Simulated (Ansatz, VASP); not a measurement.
**Two plane-wave programs on Cr**

```
Cr
1.0
     2.50809    0.00000    0.00000
    -1.25405    2.17207    0.00000
     0.00000    0.00000    4.52766
Cr
2
Cartesian
  0.0000 1.4480 1.1319
  1.2540 0.7240 3.3957
```

Alike in both runs: task single point; functional BLYP; k mesh 16 × 16 × 8; occupations fermi-dirac, width 0.1 eV; no spin polarisation.

```csv
,VASP,Ansatz
version,VASP 6.6.1,Ansatz 0.2.0
potentials or method,"VASP PAW PBE potentials, release 64 (Cr_pv), cutoff 520 eV","plane waves (420 eV) with PAW, scalar-relativistic"
valence electrons in the cell,24,28
```

VASP gave:

```
pressure (GPa) : -0.1
```

**Question.** Which values does Ansatz return?

**Answer.** Pressure (GPa): 0.0.

VASP's potentials were made for PBE, not for BLYP. The functional is the same, so the differences come from potentials, cutoffs and numerics. VASP's potentials hold 24 valence electrons a cell and Ansatz's 28, so a difference there can come from the potentials and not from the codes.
